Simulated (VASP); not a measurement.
# TlBr (Pm-3m) in VASP: single point with PBE

Aim: the single point of TlBr with PBE.

All numbers are computed with VASP 6.6.1; they aren't measurements. Logs are shortened: lines on timing, memory, paths and dates and some standing lists are left out, and cuts for length are marked.

## Step 1: The cell of the first run

The structure is cubic, space group Pm-3m (No. 221). Conventional cell: a = 4.033 Å, b = 4.033 Å, c = 4.033 Å, α = 90.00°, β = 90.00°, γ = 90.00°. Within 4.6 Å of Tl (site symmetry m-3m) lie 8 Br at 3.49 Å and 6 Tl at 4.03 Å. Within 4.6 Å of Br (site symmetry m-3m) lie 8 Tl at 3.49 Å and 6 Br at 4.03 Å.

## Step 2: Single point, PBE

INCAR reads:

```
ALGO = Normal
EDIFF = 1E-6
ENCUT = 500
GGA = PE
GGA_COMPAT = F
ISIF = 2
ISMEAR = 0
LASPH = T
LCHARG = F
LREAL = F
LWAVE = F
NBANDS = 17
NELM = 120
PREC = Accurate
SIGMA = 0.0123
```

KPOINTS reads:

```
k-points
0
Gamma
  6 6 6
```

POSCAR reads:

```
TlBr
1.0
    4.0327950000      0.0000000000      0.0000000000
    0.0000000000      4.0327950000      0.0000000000
    0.0000000000      0.0000000000      4.0327950000
Tl Br
1 1
Direct
    0.0000000000      0.0000000000      0.0000000000
    0.5000000000      0.5000000000      0.5000000000
```

Potentials or basis: VASP PAW PBE potentials, release 64 (Tl_d, Br).

On the command line:

```console
cat potpaw_PBE.64/Tl_d/POTCAR potpaw_PBE.64/Br/POTCAR > POTCAR
mpirun -np 1 vasp_std > vasp.out
```

OUTCAR:

```text
EDIFF = 1E-6
   ENCUT = 500
   GGA = PE
   ISIF = 2
   ISMEAR = 0
   LASPH = T
   LREAL = F
   NELM = 120
   PREC = Accurate

 ion  position               nearest neighbor table
   1  0.000  0.000  0.000-
   2  0.500  0.500  0.500-

  LATTYP: Found a simple cubic cell.
 ALAT       =     4.0327950000

  Lattice vectors:

 A1 = (   4.0327950000,   0.0000000000,   0.0000000000)
 A2 = (   0.0000000000,   4.0327950000,   0.0000000000)
 A3 = (   0.0000000000,   0.0000000000,   4.0327950000)

Analysis of symmetry for initial positions (statically):
=====================================================================
 Subroutine PRICEL returns:
 Original cell was already a primitive cell.

 Routine SETGRP: Setting up the symmetry group for a
 simple cubic supercell.

 Subroutine GETGRP returns: Found 48 space group operations
 (whereof 48 operations were pure point group operations)
 out of a pool of 48 trial point group operations.

The static configuration has the point symmetry O_h .

Analysis of symmetry for dynamics (positions and initial velocities):
=====================================================================
 Subroutine PRICEL returns:
 Original cell was already a primitive cell.

 Routine SETGRP: Setting up the symmetry group for a
 simple cubic supercell.

 Subroutine GETGRP returns: Found 48 space group operations
 (whereof 48 operations were pure point group operations)
 out of a pool of 48 trial point group operations.

The dynamic configuration has the point symmetry O_h .

 Subroutine INISYM returns: Found 48 space group operations
 (whereof 48 operations are pure point group operations),
 and found     1 'primitive' translations

----------------------------------------------------------------------------------------

                                     Primitive cell

  volume of cell :      65.5871

  direct lattice vectors                    reciprocal lattice vectors
     4.032795000  0.000000000  0.000000000     0.247966981  0.000000000  0.000000000
     0.000000000  4.032795000  0.000000000     0.000000000  0.247966981  0.000000000
     0.000000000  0.000000000  4.032795000     0.000000000  0.000000000  0.247966981

  length of vectors
     4.032795000  4.032795000  4.032795000     0.247966981  0.247966981  0.247966981

  position of ions in fractional coordinates (direct lattice)
     0.000000000  0.000000000  0.000000000
     0.500000000  0.500000000  0.500000000

  ion indices of the primitive-cell ions
   primitive index   ion index
[... 68 lines left out ...]
   NELM   =    120;   NELMIN=  2; NELMDL= -5     # of ELM steps
   EDIFF  = 0.1E-05   stopping-criterion for ELM
   LREAL  =      F    real-space projection
   EDIFFG = 0.1E-04   stopping-criterion for IOM
   NSW    =      0    number of steps for IOM
   IBRION =     -1    ionic relax: 0-MD 1-quasi-New 2-CG
   NFREE  =      0    steps in history (QN), initial steepest desc. (CG)
   ISIF   =      2    stress and relaxation
   ISYM   =      2    0-nonsym 1-usesym 2-fastsym
   POTIM  = 0.5000    time-step for ionic-motion
   TEBEG  =    0.0;   TEEND  =   0.0 temperature during run
   PSTRESS=    0.0 pullay stress
   NELECT =      20.0000    total number of electrons
   NUPDOWN=      -1.0000    fix difference up-down
   EMIN   =  10.00;   EMAX   =-10.00  energy-range for DOS
   EFERMI =   0.00;   METHOD = LEGACY
   ISMEAR =     0;   SIGMA  =   0.01  broadening in eV -4-tet -1-fermi 0-gaus
   EFERMI_NEDOS =   21; number of points for ismear=-14 and -15
   IALGO  =     38    algorithm
   IMIX   =      4    mixing-type and parameters
     AMIX     =   0.40;   BMIX     =  1.00
     AMIX_MAG =   1.60;   BMIX_MAG =  1.00
  volume/ion in A,a.u.               =      32.79       221.30
  Fermi-wavevector in a.u.,A,eV,Ry     =   1.101908  2.082304 16.520212  1.214201
  Thomas-Fermi vector in A             =   2.238343
   LORBIT       =      0    0 simple, 1 ext, 2 COOP (PROOUT), +10 PAW based schemes
   GGA     = PE    functional components
   LHFCALC =     F    Hartree Fock is set to
   AEXX    =    0.0000 exact exchange contribution
   IVDW    =     0    specifies the selected vdW correction
   LEPSILON=     F    determine dielectric tensor
   LRPA    =     F    only Hartree local field effects (RPA)
 non-spin polarized calculation
 Gauss-broadening in eV      SIGMA  =   0.01
  energy-cutoff  :      500.00
  volume of cell :       65.59
 maximum number of plane-waves:      1743
 NGX is ok and might be reduce to    30
   NGX = 15   NGY = 15   NGZ = 15

 number of electron      20.0000003 magnetization

 Free energy of the ion-electron system (eV)
  ---------------------------------------------------
  ext. energy  EPLUGINS =         0.00000000
  ---------------------------------------------------
  free energy    TOTEN  =        -5.54427203 eV

  energy without entropy =       -5.54427203  energy(sigma->0) =       -5.54427203

 E-fermi :   2.0241     XC(G=0):  -8.7828

 val. band max:        1.9647516411   @ k =   0.5000   0.0000   0.0000
 cond. band min:       3.9279105951   @ k =   0.5000   0.0000   0.0000
 fundamental gap:      1.9631589540
 Fermi energy:         2.0240971984

 k-point     1 :       0.0000    0.0000    0.0000
  band No.  band energies     occupation
      1     -11.5390      2.00000
      2      -8.0642      2.00000
      3      -8.0642      2.00000
      4      -7.9069      2.00000
      5      -7.9069      2.00000
      6      -7.9069      2.00000
[... 377 lines left out ...]
      4      -8.0215      2.00000
      5      -7.8604      2.00000
      6      -7.8604      2.00000
[... 9 lines left out ...]
     16      14.5638      0.00000
     17      17.9086      0.00000

------------------------ aborting loop because EDIFF is reached ----------------------------------------

  FORCE on cell =-STRESS in cart. coord.  units (eV):
  Direction    XX          YY          ZZ          XY          YZ          ZX
  --------------------------------------------------------------------------------------
  -------------------------------------------------------------------------------------
  Total        0.1126378      0.1126378      0.1126378      0.0000000      0.0000000     -0.0000000
  in kB        2.7515422      2.7515422      2.7515422      0.0000000      0.0000000     -0.0000000
  external PRESSURE =       2.7515422 kB  Pullay stress =       0.0000000 kB

 VOLUME and BASIS-vectors are now :
 -----------------------------------------------------------------------------
  energy-cutoff  :      500.00
  volume of cell :       65.59
      direct lattice vectors                 reciprocal lattice vectors
     4.032795000  0.000000000  0.000000000     0.247966981  0.000000000  0.000000000
     0.000000000  4.032795000  0.000000000     0.000000000  0.247966981  0.000000000
     0.000000000  0.000000000  4.032795000     0.000000000  0.000000000  0.247966981

 POSITION                                       TOTAL-FORCE (eV/Angst)
 -----------------------------------------------------------------------------------
      0.00000      0.00000      0.00000         0.000000      0.000000      0.000000
      2.01640      2.01640      2.01640         0.000000      0.000000      0.000000
 -----------------------------------------------------------------------------------
    total drift:                                0.000000     -0.000000     -0.000000

  FREE ENERGIE OF THE ION-ELECTRON SYSTEM (eV)
  ---------------------------------------------------
  free  energy   TOTEN  =        -5.5442720287 eV

  energy  without entropy=       -5.5442720287  energy(sigma->0) =       -5.54427203
```

stdout:

```text
POSCAR found type information on POSCAR TlBr
 POSCAR found :  2 types and       2 ions
 scaLAPACK will be used
 LDA part: xc-table for (Slater+PW92), standard interpolation
 POSCAR, INCAR and KPOINTS ok, starting setup
 FFT: planning ... GRIDC
 FFT: planning ... GRID_SOFT
 FFT: planning ... GRID
 WAVECAR not read
 entering main loop
```

Run time: 18 s. Hardware: 1 thread of Intel Xeon Platinum 8259CL at 2.50GHz (Skylake/Cascade Lake), shared host; peak memory 0.17 GiB.

What came out:

| Property | Result |
| --- | --- |
| Free energy | -5.5443 eV |
| Pressure | 0.3 GPa |
| Band gap on the k mesh | 1.96 eV, direct |

Caveat: spin-orbit coupling is left out, which moves the levels of the heavy elements.
